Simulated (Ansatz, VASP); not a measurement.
BP: VASP beside Ansatz

```xyz
2
Lattice="3.0492 0.0000 0.0000 -1.5246 2.6407 0.0000 0.0000 0.0000 2.6968" Properties=species:S:1:pos:R:3 pbc="T T T"
B     0.0000    0.0000    0.0000
P     0.0000    1.7604    1.3484
```

Change from the starting cell: volume scaled by 1.04, crystal datasets.

Alike in both runs: task electric field gradients; functional PBE; k mesh 13 × 13 × 11; occupations fermi-dirac, width 0.08 eV; no spin polarisation.

|  | VASP | Ansatz |
| --- | --- | --- |
| version | VASP 6.6.1 | Ansatz 0.2.0 |
| potentials or method | VASP PAW PBE potentials, release 64 (B, P), cutoff 520 eV | all-electron PAW with datasets made for the crystal, scalar-relativistic |

```csv
,VASP,Ansatz,Ansatz less VASP
pressure (GPa),-5.5,-5.3,+0.24
"traceless stress, the component that is largest in VASP (GPa)",-0.26,-0.26,-0.007
size of Vzz on the site where it differs most (V/Å²),24.1,23.3,-0.78
```

Ansatz ran all-electron here, and VASP with PAW potentials.
